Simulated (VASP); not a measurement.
# Rh (P6_3/mmc) in VASP: further runs

Rh is run at these levels: PBEsol+D3(BJ), LDA, BLYP+D3(BJ); tasks: single point.

Everything below comes from runs of VASP 6.6.1. Logs are shortened: lines on timing, memory, paths and dates and some standing lists are left out, and cuts for length are marked.

### Step 1. The cell of the first run

The structure is hexagonal, space group P6_3/mmc (No. 194). Conventional cell: a = 2.651 Å, b = 2.651 Å, c = 8.674 Å, α = 90.00°, β = 90.00°, γ = 120.00°. Within 3.5 Å of Rh (site symmetry -3m) lie 12 Rh at 2.65 Å. Rh (site symmetry -6m2) has 12 Rh at 2.65 Å within 3.5 Å.

### Step 2. Single point, PBEsol+D3(BJ)

INCAR

```
ALGO = Normal
EDIFF = 1E-6
ENCUT = 520
GGA = PS
ISIF = 2
ISMEAR = -1
IVDW = 12
LASPH = True
LCHARG = False
LREAL = False
LWAVE = False
NBANDS = 38
NELM = 100
PREC = Accurate
SIGMA = 0.1
```

KPOINTS

```
k-points
0
Gamma
  10 10 3
```

POSCAR

```
Rh
1.0
    2.6514338986      0.0000000000      0.0000000000
   -1.3257169493      2.2962091126      0.0000000000
    0.0000000000      0.0000000000      8.6744699424
Rh
4
Direct
    0.0000000000      0.0000000000      0.0000000000
    0.0000000000      0.0000000000      0.5000000000
    0.3333333333      0.6666666667      0.2500000000
    0.6666666667      0.3333333333      0.7500000000
```

Potentials or basis: VASP PAW PBE potentials, release 64 (Rh_pv).

Started as:

```
cat potpaw_PBE.64/Rh_pv/POTCAR > POTCAR
mpirun -np 1 vasp_std > vasp.out
```

OUTCAR:

```text
EDIFF = 1E-6
   ENCUT = 520
   GGA = PS
   ISIF = 2
   ISMEAR = -1
   IVDW = 12
   LASPH = True
   LREAL = False
   NELM = 100
   PREC = Accurate
 IVDW          = 12

 ion  position               nearest neighbor table
   1  0.000  0.000  0.000-   3 2.65   4 2.65   3 2.65   4 2.65   4 2.65   3 2.65
   2  0.000  0.000  0.500-   3 2.65   4 2.65   3 2.65   4 2.65   4 2.65   3 2.65
   3  0.333  0.667  0.250-   1 2.65   2 2.65   1 2.65   2 2.65   1 2.65   2 2.65
   4  0.667  0.333  0.750-   1 2.65   2 2.65   1 2.65   2 2.65   1 2.65   2 2.65

  LATTYP: Found a hexagonal cell.
 ALAT       =     2.6514338986
 C/A-ratio  =     3.2716146335

  Lattice vectors:

 A1 = (   2.6514338986,   0.0000000000,   0.0000000000)
 A2 = (  -1.3257169493,   2.2962091126,   0.0000000000)
 A3 = (   0.0000000000,   0.0000000000,   8.6744699424)

Analysis of symmetry for initial positions (statically):
=====================================================================
 Subroutine PRICEL returns:
 Original cell was already a primitive cell.

 Routine SETGRP: Setting up the symmetry group for a
 hexagonal supercell.

 Subroutine GETGRP returns: Found 24 space group operations
 (whereof 12 operations were pure point group operations)
 out of a pool of 24 trial point group operations.

The static configuration has the point symmetry D_3d.
 The point group associated with its full space group is D_6h.

Analysis of symmetry for dynamics (positions and initial velocities):
=====================================================================
 Subroutine PRICEL returns:
 Original cell was already a primitive cell.

 Routine SETGRP: Setting up the symmetry group for a
 hexagonal supercell.

 Subroutine GETGRP returns: Found 24 space group operations
 (whereof 12 operations were pure point group operations)
 out of a pool of 24 trial point group operations.

The dynamic configuration has the point symmetry D_3d.
 The point group associated with its full space group is D_6h.

 Subroutine INISYM returns: Found 24 space group operations
 (whereof 12 operations are pure point group operations),
 and found     1 'primitive' translations

----------------------------------------------------------------------------------------

                                     Primitive cell

  volume of cell :      52.8123

  direct lattice vectors                    reciprocal lattice vectors
     2.651433899  0.000000000  0.000000000     0.377154415  0.217750203  0.000000000
    -1.325716949  2.296209113  0.000000000     0.000000000  0.435500406  0.000000000
     0.000000000  0.000000000  8.674469942     0.000000000  0.000000000  0.115280819

  length of vectors
     2.651433899  2.651433899  8.674469942     0.435500406  0.435500406  0.115280819

  position of ions in fractional coordinates (direct lattice)
     0.000000000  0.000000000  0.000000000
     0.000000000  0.000000000  0.500000000
     0.333333333  0.666666667  0.250000000
     0.666666667  0.333333333  0.750000000

  ion indices of the primitive-cell ions
   primitive index   ion index
                 1           1
                 2           2
                 3           3
                 4           4

----------------------------------------------------------------------------------------

 KPOINTS: k-points

Automatic generation of k-mesh.
 Grid dimensions read from file:
 generate k-points for:   10   10    3

 Generating k-lattice:

  Cartesian coordinates                     Fractional coordinates (reciprocal lattice)
     0.037715441  0.021775020  0.000000000     0.100000000  0.000000000  0.000000000
     0.000000000  0.043550041  0.000000000     0.000000000  0.100000000  0.000000000
     0.000000000  0.000000000  0.038426940     0.000000000  0.000000000  0.333333333

  Length of vectors
     0.043550041  0.043550041  0.038426940

  Shift w.r.t. Gamma in fractional coordinates (k-lattice)
     0.000000000  0.000000000  0.000000000

 Subroutine IBZKPT returns following result:
 ===========================================

 Found     28 irreducible k-points:

 Following reciprocal coordinates:
            Coordinates               Weight
  0.000000  0.000000  0.000000      1.000000
  0.100000 -0.000000  0.000000      6.000000
  0.200000 -0.000000  0.000000      6.000000
  0.300000  0.000000  0.000000      6.000000
  0.400000  0.000000  0.000000      6.000000
  0.500000  0.000000  0.000000      3.000000
[... 16 lines left out ...]
  0.300000  0.100000  0.333333     24.000000
  0.400000  0.100000  0.333333     24.000000
 [... further k-points ...]
   k-points           NKPTS =     28   k-points in BZ     NKDIM =     28   number of bands    NBANDS=     38
   number of dos      NEDOS =    301   number of ions     NIONS =      4
   total plane-waves  NPLWV =  28000
   dimension x,y,z NGX =    20 NGY =   20 NGZ =   70
   dimension x,y,z NGXF=    40 NGYF=   40 NGZF=  140
   ions per type =               4
   NGX,Y,Z   is equivalent  to a cutoff of  12.54, 12.54, 13.42 a.u.
   NGXF,Y,Z  is equivalent  to a cutoff of  25.08, 25.08, 26.83 a.u.
 SYSTEM =  unknown system
   PREC   = accura    normal or accurate (medium, high low for compatibility)
   ISTART =      0    job   : 0-new  1-cont  2-samecut
   ICHARG =      2    charge: 1-file 2-atom 10-const
   ISPIN  =      1    spin polarized calculation?
   LNONCOLLINEAR =      F non collinear calculations
   LSORBIT =      F    spin-orbit coupling
   LASPH  =      T    aspherical Exc in radial PAW
   ENCUT  =  520.0 eV  38.22 Ry    6.18 a.u.   4.93  4.93 16.13*2*pi/ulx,y,z
   NELM   =    100;   NELMIN=  2; NELMDL= -5     # of ELM steps
   EDIFF  = 0.1E-05   stopping-criterion for ELM
   LREAL  =      F    real-space projection
   EDIFFG = 0.1E-04   stopping-criterion for IOM
   NSW    =      0    number of steps for IOM
   IBRION =     -1    ionic relax: 0-MD 1-quasi-New 2-CG
   NFREE  =      0    steps in history (QN), initial steepest desc. (CG)
   ISIF   =      2    stress and relaxation
   ISYM   =      2    0-nonsym 1-usesym 2-fastsym
   POTIM  = 0.5000    time-step for ionic-motion
   TEBEG  =    0.0;   TEEND  =   0.0 temperature during run
   PSTRESS=    0.0 pullay stress
   NELECT =      60.0000    total number of electrons
   NUPDOWN=      -1.0000    fix difference up-down
   EMIN   =  10.00;   EMAX   =-10.00  energy-range for DOS
   EFERMI =   0.00;   METHOD = LEGACY
   ISMEAR =    -1;   SIGMA  =   0.10  broadening in eV -4-tet -1-fermi 0-gaus
   EFERMI_NEDOS =   21; number of points for ismear=-14 and -15
   IALGO  =     38    algorithm
   IMIX   =      4    mixing-type and parameters
     AMIX     =   0.40;   BMIX     =  1.00
     AMIX_MAG =   1.60;   BMIX_MAG =  1.00
  volume/ion in A,a.u.               =      13.20        89.10
  Fermi-wavevector in a.u.,A,eV,Ry     =   1.708232  3.228090 39.702570  2.918057
  Thomas-Fermi vector in A             =   2.786938
   LORBIT       =      0    0 simple, 1 ext, 2 COOP (PROOUT), +10 PAW based schemes
   GGA     = PS    functional components
   LHFCALC =     F    Hartree Fock is set to
   AEXX    =    0.0000 exact exchange contribution
   IVDW    =    12    specifies the selected vdW correction
   LEPSILON=     F    determine dielectric tensor
   LRPA    =     F    only Hartree local field effects (RPA)
 non-spin polarized calculation
  energy-cutoff  :      520.00
  volume of cell :       52.81
 maximum number of plane-waves:      1445
 NGX is ok and might be reduce to    20
   NGX =  9   NGY =  9   NGZ = 33

 number of electron      60.0000001 magnetization

 Free energy of the ion-electron system (eV)
  ---------------------------------------------------
  ext. energy  EPLUGINS =         0.00000000
  ---------------------------------------------------
  free energy    TOTEN  =       -32.56100208 eV

  energy without entropy =      -32.38691972  energy(sigma->0) =      -32.47396090

 E-fermi :  12.5592     XC(G=0): -14.4802

 val. band max:       12.5557568286   @ k =   0.3000   0.1000   0.3333
 cond. band min:      12.5897674747   @ k =   0.4000   0.0000   0.3333
 fundamental gap:      0.0340106460
 Fermi energy:        12.5592047962

 k-point     1 :       0.0000    0.0000    0.0000
  band No.  band energies     occupation
      1     -34.7198      2.00000
      2     -34.3068      2.00000
      3     -34.3065      2.00000
      4     -34.0007      2.00000
      5     -34.0007      2.00000
      6     -33.9539      2.00000
[... 30 lines left out ...]
     37      21.4687      0.00000
     38      26.9933      0.00000

 k-point     2 :       0.1000   -0.0000    0.0000
  band No.  band energies     occupation
      1     -34.6932      2.00000
      2     -34.3157      2.00000
      3     -34.3146      2.00000
      4     -34.0624      2.00000
      5     -34.0204      2.00000
      6     -34.0008      2.00000
[... 30 lines left out ...]
     37      21.4007      0.00000
     38      27.4246      0.00000

 k-point     3 :       0.2000   -0.0000    0.0000
  band No.  band energies     occupation
      1     -34.6201      2.00000
      2     -34.3758      2.00000
      3     -34.3631      2.00000
      4     -34.2161      2.00000
      5     -34.1355      2.00000
      6     -34.0704      2.00000
[... 30 lines left out ...]
     37      21.2593      0.00000
     38      27.7971      0.00000

 k-point     4 :       0.3000    0.0000    0.0000
  band No.  band energies     occupation
      1     -34.5453      2.00000
      2     -34.5233      2.00000
      3     -34.4563      2.00000
      4     -34.3983      2.00000
      5     -34.3363      2.00000
      6     -34.1298      2.00000
[... 30 lines left out ...]
     37      21.2036      0.00000
     38      24.7879      0.00000
[... 703 lines left out ...]
      4     -34.3029      2.00000
      5     -34.2716      2.00000
      6     -34.1973      2.00000
[... 30 lines left out ...]
     37      23.2974      0.00000
     38      26.1249      0.00000

 k-point    23 :       0.3000    0.1000    0.3333
  band No.  band energies     occupation
      1     -34.5911      2.00000
      2     -34.5447      2.00000
      3     -34.5315      2.00000
      4     -34.4708      2.00000
      5     -34.3254      2.00000
      6     -34.2253      2.00000
[... 30 lines left out ...]
     37      23.4389      0.00000
     38      23.6981      0.00000

 k-point    24 :       0.4000    0.1000    0.3333
  band No.  band energies     occupation
      1     -34.6725      2.00000
      2     -34.6422      2.00000
      3     -34.5984      2.00000
      4     -34.5648      2.00000
      5     -34.2730      2.00000
      6     -34.2347      2.00000
[... 30 lines left out ...]
     37      22.0805      0.00000
     38      22.1155      0.00000

 [... further k-points ...]

------------------------ aborting loop because EDIFF is reached ----------------------------------------

 Edisp (eV)   -2.53433

 E8    (eV) :    -1.7072

  FORCE on cell =-STRESS in cart. coord.  units (eV):
  Direction    XX          YY          ZZ          XY          YZ          ZX
  --------------------------------------------------------------------------------------
  -------------------------------------------------------------------------------------
  Total      -0.02113    -0.02113    -0.02518     0.00000     0.00000     0.00000
  in kB      -0.64100    -0.64100    -0.76401     0.00000     0.00000     0.00000
  external pressure =       -0.68 kB  Pullay stress =        0.00 kB

 VOLUME and BASIS-vectors are now :
 -----------------------------------------------------------------------------
  energy-cutoff  :      520.00
  volume of cell :       52.81
      direct lattice vectors                 reciprocal lattice vectors
     2.651433899  0.000000000  0.000000000     0.377154415  0.217750203  0.000000000
    -1.325716949  2.296209113  0.000000000     0.000000000  0.435500406  0.000000000
     0.000000000  0.000000000  8.674469942     0.000000000  0.000000000  0.115280819

 POSITION                                       TOTAL-FORCE (eV/Angst)
 -----------------------------------------------------------------------------------
      0.00000      0.00000      0.00000        -0.000000      0.000000     -0.000000
      0.00000      0.00000      4.33723        -0.000000      0.000000     -0.000000
     -0.00000      1.53081      2.16862         0.000000     -0.000000      0.000000
      1.32572      0.76540      6.50585        -0.000000      0.000000     -0.000000
 -----------------------------------------------------------------------------------
    total drift:                                0.000000     -0.000000      0.000000

  FREE ENERGIE OF THE ION-ELECTRON SYSTEM (eV)
  ---------------------------------------------------
  free  energy   TOTEN  =       -35.0953316945 eV

  energy  without entropy=      -34.9212493362  energy(sigma->0) =      -35.00829052
```

Run time: 29 s. Hardware: 1 thread of AMD EPYC 9R45 (Zen 5), shared host; peak memory 0.17 GiB.

What came out:

```yaml
Free_energy: -35.0953 eV
Pressure: -0.1 GPa
Band_gap_on_the_k_mesh: zero (band 30 reaches 13.44 eV, above the bottom of band 31 at 11.45 eV)
Dispersion_energy_per_atom: -0.634 eV
```

Caveat: the PAW data sets were made with another functional, which shifts forces and pressure a little; pairwise dispersion overbinds metals, which lowers pressure and volume.

(Continued in part 2 of 2.)
